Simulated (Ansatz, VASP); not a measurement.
# Sr2CoHgO6 in VASP and in Ansatz

INCAR

```
SYSTEM = Sr2CoHgO6
PREC = Accurate
ENCUT = 520
EDIFF = 1E-7
ISMEAR = -1
SIGMA = 0.1
LREAL = .FALSE.
LASPH = .TRUE.
NELM = 100
ALGO = Normal
ISIF = 2
LWAVE = .FALSE.
LCHARG = .FALSE.
GGA = PE
NBANDS = 50
```

The input KPOINTS:

```
Automatic mesh
0
G
  5 5 5
  0 0 0
```

Contents of POSCAR:

```
Sr2CoHgO6
1.0
    0.0000000000      5.6289700000      0.0000000000
    5.6289700000      0.0000000000      0.0000000000
    2.8144850000      2.8144850000     -4.0388630000
Hg O Sr Co
1 6 2 1
Direct
    0.5000000000      0.5000000000      0.0000000000
    0.2570000000      0.2570000000      0.4860000000
    0.7430000000      0.7430000000      0.5140000000
    0.2238000000      0.2934000000      0.0000000000
    0.2934000000      0.7762000000      0.0000000000
    0.7762000000      0.7066000000      0.0000000000
    0.7066000000      0.2238000000      0.0000000000
    0.7500000000      0.2500000000      0.5000000000
    0.2500000000      0.7500000000      0.5000000000
    0.0000000000      0.0000000000      0.0000000000
```

Input for Ansatz:

```yaml
crystal:
  lattice:
    - [0.0, 5.62897, 0.0]
    - [5.62897, 0.0, 0.0]
    - [2.814485, 2.814485, -4.038863]
  atoms:
    - { symbol: Hg, position: [0.5, 0.5, 0.0] }
    - { symbol: O, position: [0.257, 0.257, 0.486] }
    - { symbol: O, position: [0.743, 0.743, 0.514] }
    - { symbol: O, position: [0.2238, 0.2934, 0.0] }
    - { symbol: O, position: [0.2934, 0.7762, 0.0] }
    - { symbol: O, position: [0.7762, 0.7066, 0.0] }
    - { symbol: O, position: [0.7066, 0.2238, 0.0] }
    - { symbol: Sr, position: [0.75, 0.25, 0.5] }
    - { symbol: Sr, position: [0.25, 0.75, 0.5] }
    - { symbol: Co, position: [0.0, 0.0, 0.0] }
kpoints:
  mp_grid: { grid: [5, 5, 5], shift: [0, 0, 0] }
magnetization:
  spin_polarized: false
scf:
  occupations: { method: fermi_dirac }
  lower_state_search: "off"
  max_iter: 200
hamiltonian:
  pseudopotentials: { kind: paw }
  xc: pbe
basis:
  ecutwfc: 420
  fft_grid_basis: typed
output:
  forces: true
  stress: true
  eigenvalues: true
  bader: true
  populations: true
  elf: true
  write_potential: true
  volumetric_format: npy
  dos:
    e_range: [-12, 8]
    de: 0.05
    projected: { site_lists: { Co: [Co], Hg: [Hg], O: [O], Sr: [Sr] } }
checkpoint:
  read: saved_state
```

Alike in both runs: task single point; functional PBE; k mesh 5 × 5 × 5; no spin polarisation.

|  | VASP | Ansatz |
| --- | --- | --- |
| version | VASP 6.6.1 | Ansatz 0.2.0 |
| potentials or method | VASP PAW PBE potentials, release 64 (Hg, O, Sr_sv, Co), cutoff 520 eV | PAW plane waves |
| occupations | fermi-dirac, width 0.1 eV | fermi-dirac |
| valence electrons in the cell | 77 | 93 |

VASP gave:

* pressure (GPa): 9.3
* traceless stress, the component that is largest in VASP (GPa): 0.34
* rms of the force components (eV/Å): 1.981

Estimate Ansatz's values.

pressure (GPa): 6.3; traceless stress, the component that is largest in VASP (GPa): 0.50; rms of the force components (eV/Å): 1.747.

Atom by atom the forces differ by 0.234 eV/Å (rms over components). VASP's potentials hold 77 valence electrons a cell and Ansatz's 93, so a difference there can come from the potentials and not from the codes.

Neither program's run includes spin-orbit coupling.
